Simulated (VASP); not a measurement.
# Ta (I4/mmm) in VASP: further runs

The runs below take Ta through single point, with PBEsol.

All numbers are computed with VASP 6.6.1; they aren't measurements. Logs are shortened: lines on timing, memory, paths and dates and some standing lists are left out, and cuts for length are marked.

### Step 1. The cell of the first run

Symmetry: I4/mmm, No. 139, tetragonal system. The conventional cell has a = 3.271 Å, b = 3.271 Å, c = 3.035 Å, α = 90.00°, β = 90.00°, γ = 90.00°. Ta (site symmetry 4/mmm) has 14 Ta at 2.77 to 3.27 Å within 3.6 Å.

### Step 2. Single point, PBEsol (16.24 Å³/atom)

Contents of INCAR:

```
PREC = Accurate
ENCUT = 520
EDIFF = 1E-7
ISMEAR = 0
SIGMA = 0.15
LREAL = F
LASPH = T
NELM = 60
ALGO = Fast
ISIF = 2
LWAVE = F
LCHARG = F
GGA = PS
NBANDS = 12
```

Contents of KPOINTS:

```
Automatic mesh
0
Gamma
  22 22 22
```

Contents of POSCAR:

```
Ta
1.0
   -1.6354995843      1.6354995843      1.5177436143
    1.6354995843     -1.6354995843      1.5177436143
    1.6354995843      1.6354995843     -1.5177436143
Ta
1
Direct
    0.0000000000      0.0000000000      0.0000000000
```

Potentials or basis: VASP PAW PBE potentials, release 64 (Ta_pv).

Run with:

```
$ cat potpaw_PBE.64/Ta_pv/POTCAR > POTCAR
$ mpirun -np 1 vasp_std > vasp.out
```

OUTCAR:

```text
PREC = Accurate
   ENCUT = 520
   EDIFF = 1E-7
   ISMEAR = 0
   LREAL = F
   LASPH = T
   NELM = 60
   ISIF = 2
   GGA = PS

 ion  position               nearest neighbor table
   1  0.000  0.000  0.000-

  LATTYP: Found a body centered tetragonal cell.
 ALAT       =     3.2709991686
 C/A-ratio  =     0.9280000000

  Lattice vectors:

 A1 = (  -1.6354995843,   1.6354995843,   1.5177436143)
 A2 = (   1.6354995843,  -1.6354995843,   1.5177436143)
 A3 = (   1.6354995843,   1.6354995843,  -1.5177436143)

Analysis of symmetry for initial positions (statically):
=====================================================================
 Subroutine PRICEL returns:
 Original cell was already a primitive cell.

 Routine SETGRP: Setting up the symmetry group for a
 body centered tetragonal supercell.

 Subroutine GETGRP returns: Found 16 space group operations
 (whereof 16 operations were pure point group operations)
 out of a pool of 16 trial point group operations.

The static configuration has the point symmetry D_4h.

Analysis of symmetry for dynamics (positions and initial velocities):
=====================================================================
 Subroutine PRICEL returns:
 Original cell was already a primitive cell.

 Routine SETGRP: Setting up the symmetry group for a
 body centered tetragonal supercell.

 Subroutine GETGRP returns: Found 16 space group operations
 (whereof 16 operations were pure point group operations)
 out of a pool of 16 trial point group operations.

The dynamic configuration has the point symmetry D_4h.

 Subroutine INISYM returns: Found 16 space group operations
 (whereof 16 operations are pure point group operations),
 and found     1 'primitive' translations

----------------------------------------------------------------------------------------

                                     Primitive cell

  volume of cell :      16.2390

  direct lattice vectors                    reciprocal lattice vectors
    -1.635499584  1.635499584  1.517743614     0.000000000  0.305716984  0.329436405
     1.635499584 -1.635499584  1.517743614     0.305716984  0.000000000  0.329436405
     1.635499584  1.635499584 -1.517743614     0.305716984  0.305716984  0.000000000

  length of vectors
     2.766453227  2.766453227  2.766453227     0.449434332  0.449434332  0.432349105

  position of ions in fractional coordinates (direct lattice)
     0.000000000  0.000000000  0.000000000

  ion indices of the primitive-cell ions
   primitive index   ion index
                 1           1

----------------------------------------------------------------------------------------

 KPOINTS: Automatic mesh

Automatic generation of k-mesh.
 Grid dimensions read from file:
 generate k-points for:   22   22   22

 Generating k-lattice:

  Cartesian coordinates                     Fractional coordinates (reciprocal lattice)
     0.000000000  0.013896227  0.014974382     0.045454545  0.000000000  0.000000000
     0.013896227  0.000000000  0.014974382     0.000000000  0.045454545  0.000000000
     0.013896227  0.013896227  0.000000000     0.000000000  0.000000000  0.045454545

  Length of vectors
     0.020428833  0.020428833  0.019652232

  Shift w.r.t. Gamma in fractional coordinates (k-lattice)
     0.000000000  0.000000000  0.000000000

 Subroutine IBZKPT returns following result:
 ===========================================

 Found    834 irreducible k-points:

 Following reciprocal coordinates:
            Coordinates               Weight
  0.000000  0.000000  0.000000      1.000000
  0.045455 -0.000000  0.000000      8.000000
  0.090909 -0.000000  0.000000      8.000000
  0.136364 -0.000000  0.000000      8.000000
  0.181818 -0.000000  0.000000      8.000000
  0.227273  0.000000  0.000000      8.000000
[... 16 lines left out ...]
  0.500000  0.045455  0.000000     16.000000
 -0.454545  0.045455 -0.000000     16.000000
 [... further k-points ...]
   k-points           NKPTS =    834   k-points in BZ     NKDIM =    834   number of bands    NBANDS=     12
   number of dos      NEDOS =    301   number of ions     NIONS =      1
   total plane-waves  NPLWV =  13824
   dimension x,y,z NGX =    24 NGY =   24 NGZ =   24
   dimension x,y,z NGXF=    48 NGYF=   48 NGZF=   48
   ions per type =               1
   NGX,Y,Z   is equivalent  to a cutoff of  14.42, 14.42, 14.42 a.u.
   NGXF,Y,Z  is equivalent  to a cutoff of  28.84, 28.84, 28.84 a.u.
 SYSTEM =  unknown system
   PREC   = accura    normal or accurate (medium, high low for compatibility)
   ISTART =      0    job   : 0-new  1-cont  2-samecut
   ICHARG =      2    charge: 1-file 2-atom 10-const
   ISPIN  =      1    spin polarized calculation?
   LNONCOLLINEAR =      F non collinear calculations
   LSORBIT =      F    spin-orbit coupling
   LASPH  =      T    aspherical Exc in radial PAW
   ENCUT  =  520.0 eV  38.22 Ry    6.18 a.u.   5.14  5.14  5.14*2*pi/ulx,y,z
   NELM   =     60;   NELMIN=  2; NELMDL= -5     # of ELM steps
   EDIFF  = 0.1E-06   stopping-criterion for ELM
   LREAL  =      F    real-space projection
   EDIFFG = 0.1E-05   stopping-criterion for IOM
   NSW    =      0    number of steps for IOM
   IBRION =     -1    ionic relax: 0-MD 1-quasi-New 2-CG
   NFREE  =      0    steps in history (QN), initial steepest desc. (CG)
   ISIF   =      2    stress and relaxation
   ISYM   =      2    0-nonsym 1-usesym 2-fastsym
   POTIM  = 0.5000    time-step for ionic-motion
   TEBEG  =    0.0;   TEEND  =   0.0 temperature during run
   PSTRESS=    0.0 pullay stress
   NELECT =      11.0000    total number of electrons
   NUPDOWN=      -1.0000    fix difference up-down
   EMIN   =  10.00;   EMAX   =-10.00  energy-range for DOS
   EFERMI =   0.00;   METHOD = LEGACY
   ISMEAR =     0;   SIGMA  =   0.15  broadening in eV -4-tet -1-fermi 0-gaus
   EFERMI_NEDOS =   21; number of points for ismear=-14 and -15
   IALGO  =     68    algorithm
   IMIX   =      4    mixing-type and parameters
     AMIX     =   0.40;   BMIX     =  1.00
     AMIX_MAG =   1.60;   BMIX_MAG =  1.00
  volume/ion in A,a.u.               =      16.24       109.59
  Fermi-wavevector in a.u.,A,eV,Ry     =   1.437759  2.716970 28.125279  2.067150
  Thomas-Fermi vector in A             =   2.556801
   LORBIT       =      0    0 simple, 1 ext, 2 COOP (PROOUT), +10 PAW based schemes
   GGA     = PS    functional components
   LHFCALC =     F    Hartree Fock is set to
   AEXX    =    0.0000 exact exchange contribution
   IVDW    =     0    specifies the selected vdW correction
   LEPSILON=     F    determine dielectric tensor
   LRPA    =     F    only Hartree local field effects (RPA)
 non-spin polarized calculation
 RMM-DIIS sequential band-by-band and
 Gauss-broadening in eV      SIGMA  =   0.15
  energy-cutoff  :      520.00
  volume of cell :       16.24
 maximum number of plane-waves:       450
 NGX is ok and might be reduce to    24
   NGX = 11   NGY = 11   NGZ = 11

 number of electron      11.0000001 magnetization

 Free energy of the ion-electron system (eV)
  ---------------------------------------------------
  ext. energy  EPLUGINS =         0.00000000
  ---------------------------------------------------
  free energy    TOTEN  =       -12.44441981 eV

  energy without entropy =      -12.43094938  energy(sigma->0) =      -12.43768459

 E-fermi :   6.2030     XC(G=0): -13.2661

 val. band max:        6.2020743695   @ k =  -0.1364   0.1818   0.0909
 cond. band min:       6.2040902260   @ k =  -0.0455   0.0909   0.0455
 fundamental gap:      0.0020158565
 Fermi energy:         6.2029528379

 k-point     1 :       0.0000    0.0000    0.0000
  band No.  band energies     occupation
      1     -26.4166      2.00000
      2     -26.4166      2.00000
      3     -26.3964      2.00000
      4      -2.1255      2.00000
      5       6.2162      0.90076
      6       7.3315      0.00000
      7       7.3315      0.00000
      8       9.7011      0.00000
      9      11.2781      0.00000
     10      21.2926      0.00000
     11      21.2926      0.00000
     12      22.8035      0.00000

 k-point     2 :       0.0455   -0.0000    0.0000
  band No.  band energies     occupation
      1     -26.4457      2.00000
      2     -26.4281      2.00000
      3     -26.4062      2.00000
      4      -2.0156      2.00000
      5       6.2369      0.74891
      6       7.2983      0.00000
      7       7.3352      0.00000
      8       9.6944      0.00000
      9      11.1687      0.00000
     10      21.4890      0.00000
     11      21.5120      0.00000
     12      22.9799      0.00000

 k-point     3 :       0.0909   -0.0000    0.0000
  band No.  band energies     occupation
      1     -26.5521      2.00000
      2     -26.4617      2.00000
      3     -26.4124      2.00000
      4      -1.6948      2.00000
      5       6.2186      0.88305
      6       7.1768      0.00000
      7       7.4399      0.00000
      8       9.6923      0.00000
      9      10.9217      0.00000
     10      22.0371      0.00000
     11      22.0619      0.00000
     12      23.5074      0.00000

 k-point     4 :       0.1364   -0.0000    0.0000
  band No.  band energies     occupation
      1     -26.7190      2.00000
      2     -26.5141      2.00000
      3     -26.4193      2.00000
      4      -1.1912      2.00000
      5       6.0355      1.88571
      6       6.9301      0.00000
      7       7.8037      0.00000
      8       9.7460      0.00000
      9      10.6890      0.00000
     10      21.2123      0.00000
     11      22.5808      0.00000
     12      22.9698      0.00000

 k-point     5 :       0.1818   -0.0000    0.0000
  band No.  band energies     occupation
      1     -26.9280      2.00000
      2     -26.5808      2.00000
      3     -26.4278      2.00000
      4      -0.5551      2.00000
      5       5.7151      2.00000
      6       6.5823      0.00035
      7       8.4351      0.00000
      8       9.9068      0.00000
      9      10.5591      0.00000
     10      21.2111      0.00000
     11      22.8319      0.00000
     12      24.1603      0.00000
[... 228 lines left out ...]
      1     -27.9818      2.00000
      2     -26.9433      2.00000
      3     -26.4905      2.00000
      4       1.4231      2.00000
      5       4.0832      2.00000
      6       7.8127      0.00000
      7      10.6025      0.00000
      8      12.3431      0.00000
      9      14.3533      0.00000
     10      19.0984      0.00000
     11      20.2518      0.00000
     12      21.2764      0.00000

 k-point    22 :       0.4545    0.0455    0.0000
  band No.  band energies     occupation
      1     -28.0372      2.00000
      2     -26.9655      2.00000
      3     -26.4918      2.00000
      4       1.3909      2.00000
      5       4.0033      2.00000
      6       8.3236      0.00000
      7      10.5734      0.00000
      8      12.4633      0.00000
      9      15.0425      0.00000
     10      18.7792      0.00000
     11      19.7198      0.00000
     12      21.2578      0.00000

 k-point    23 :       0.5000    0.0455    0.0000
  band No.  band energies     occupation
      1     -28.0345      2.00000
      2     -26.9662      2.00000
      3     -26.4901      2.00000
      4       1.3913      2.00000
      5       4.0086      2.00000
      6       8.3446      0.00000
      7      10.5546      0.00000
      8      12.3690      0.00000
      9      15.0684      0.00000
     10      18.7670      0.00000
     11      19.8296      0.00000
     12      21.2599      0.00000

 k-point    24 :      -0.4545    0.0455   -0.0000
  band No.  band energies     occupation
      1     -27.9739      2.00000
      2     -26.9453      2.00000
      3     -26.4855      2.00000
      4       1.4236      2.00000
      5       4.0984      2.00000
      6       7.8309      0.00000
      7      10.6397      0.00000
      8      12.0593      0.00000
      9      14.4197      0.00000
     10      19.0096      0.00000
     11      20.5754      0.00000
     12      21.2982      0.00000

 [... further k-points ...]

------------------------ aborting loop because EDIFF is reached ----------------------------------------

  FORCE on cell =-STRESS in cart. coord.  units (eV):
  Direction    XX          YY          ZZ          XY          YZ          ZX
  --------------------------------------------------------------------------------------
  -------------------------------------------------------------------------------------
  Total        1.8627036      1.8627036      2.7569553      0.0000000      0.0000000      0.0000000
  in kB      183.7786480    183.7786480    272.0075939      0.0000000      0.0000000      0.0000000
  external PRESSURE =     213.1882966 kB  Pullay stress =       0.0000000 kB

 VOLUME and BASIS-vectors are now :
 -----------------------------------------------------------------------------
  energy-cutoff  :      520.00
  volume of cell :       16.24
      direct lattice vectors                 reciprocal lattice vectors
    -1.635499584  1.635499584  1.517743614     0.000000000  0.305716984  0.329436405
     1.635499584 -1.635499584  1.517743614     0.305716984  0.000000000  0.329436405
     1.635499584  1.635499584 -1.517743614     0.305716984  0.305716984  0.000000000

 POSITION                                       TOTAL-FORCE (eV/Angst)
 -----------------------------------------------------------------------------------
      0.00000      0.00000      0.00000        -0.000000     -0.000000     -0.000000
 -----------------------------------------------------------------------------------
    total drift:                                0.000000      0.000000     -0.000000

  FREE ENERGIE OF THE ION-ELECTRON SYSTEM (eV)
  ---------------------------------------------------
  free  energy   TOTEN  =       -12.4444198095 eV

  energy  without entropy=      -12.4309493785  energy(sigma->0) =      -12.43768459
```

Run time: 3.3 min. Hardware: 1 thread of Intel Xeon 8259CL, shared host; peak memory 0.28 GiB.

Results:

- Free energy: -12.4444 eV
- Pressure: 21.3 GPa
- Band gap on the k mesh: zero (an odd number of electrons rules out a gap without spin polarisation)

Caveat: the stress differs along the axes, from 18 to 27 GPa; the PAW data sets were made with another functional, which shifts forces and pressure a little; spin-orbit coupling is left out, which moves the levels of the heavy elements.

### Step 3. Single point, PBEsol (16.24 Å³/atom)

Contents of INCAR:

```
SYSTEM = Ta
PREC = Accurate
ENCUT = 520
EDIFF = 1E-6
ISMEAR = 0
SIGMA = 0.15
LREAL = .False.
LASPH = .True.
NELM = 60
ALGO = Fast
ISIF = 2
LWAVE = .False.
LCHARG = .False.
GGA = PS
NBANDS = 12
```

Contents of KPOINTS:

```
Automatic mesh
0
Gamma
  22 22 22
  0 0 0
```

Contents of POSCAR:

```
Ta
1.0
   -1.5560154418      1.5560154418      1.6767622401
    1.5560154418     -1.5560154418      1.6767622401
    1.5560154418      1.5560154418     -1.6767622401
Ta
1
Direct
    0.0000000000      0.0000000000      0.0000000000
```

Potentials or basis: VASP PAW PBE potentials, release 64 (Ta_pv).

Run with:

```
$ cat potpaw_PBE.64/Ta_pv/POTCAR > POTCAR
$ mpirun -np 1 vasp_std > vasp.out
```

It took 2.4 min on 1 thread of Intel Xeon 8259CL, shared host; peak memory 0.28 GiB.

It converged, with:

| Property | Result |
| --- | --- |
| Free energy | -12.4414 eV |
| Pressure | 21.5 GPa |
| Band gap on the k mesh | zero (an odd number of electrons rules out a gap without spin polarisation) |

Stress tensor (GPa, compression positive):
```
25.24  0.00  0.00
 0.00 25.24  0.00
 0.00  0.00 13.99
```

Levels at points of the mesh, in eV from the Fermi level:
| k point | band 2 | band 3 | band 4 | band 5 | band 6 | band 7 | band 8 | band 9 |
| --- | --- | --- | --- | --- | --- | --- | --- | --- |
| (0.00, 0.00, 0.00) | -32.62 | -32.62 | -8.34 | 0.40 | 0.40 | 1.42 | 3.56 | 4.97 |
| (0.50, 0.00, 0.00) | -33.10 | -32.63 | -4.90 | -1.52 | 1.95 | 3.47 | 5.59 | 8.68 |
| (0.50, 0.50, 0.00) | -33.22 | -32.72 | -4.91 | -2.57 | 2.56 | 5.25 | 5.98 | 9.00 |
| (0.50, 0.50, 0.50) | -33.66 | -33.66 | -4.63 | -4.36 | 7.49 | 7.84 | 7.84 | 8.38 |

Caveat: the stress differs along the axes, from 14 to 25 GPa; the PAW data sets were made with another functional, which shifts forces and pressure a little; spin-orbit coupling is left out, which moves the levels of the heavy elements.

(Continued in part 2 of 2.)
